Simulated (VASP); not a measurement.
Runs of VASP 6.6.1 on SiC (Moissanite 3C). The structure is that of space group F-43m (No. 216), or close to it. The cells are those of the table. 

```csv
task,level,potentials or basis,cell,cutoff (eV),gap on the mesh (eV),pressure (GPa),relaxed volume (Å³/atom)
single point,RPBE,"VASP PAW PBE potentials, release 64 (Si, C)","a = 3.113 Å, angles 60.0°, 2 atoms",520,1.39,(a),-
single point,LDA,"VASP PAW LDA potentials, release 64 (Si, C)","a = 3.061 Å, angles 60.0°, 2 atoms",520,1.29,0.4,-
single point,PBE,"VASP PAW PBE potentials, release 64 (Si, C)","a = 3.097 Å, angles 60.0°, 2 atoms",520,(b),0.0,-
relaxation of cell and atoms,LDA,"VASP PAW LDA potentials, release 64 (Si, C)","relaxed from a = 3.082 Å, angles 60.0°, 2 atoms",600,1.29,0.0,10.15
relaxation of cell and atoms,RPBE,"VASP PAW PBE potentials, release 64 (Si, C)","relaxed from a = 3.082 Å, angles 60.0°, 2 atoms",600,1.39,0.0,10.63
```

Alike in all rows: no spin polarisation; k mesh 8 × 8 × 8; smearing gaussian 0.01 eV.

Estimate the missing entries.

(a) -0.5; (b) 1.37.

Caveats: the PAW data sets were made with another functional, which shifts forces and pressure a little (some runs).

A k mesh can miss the band edges.
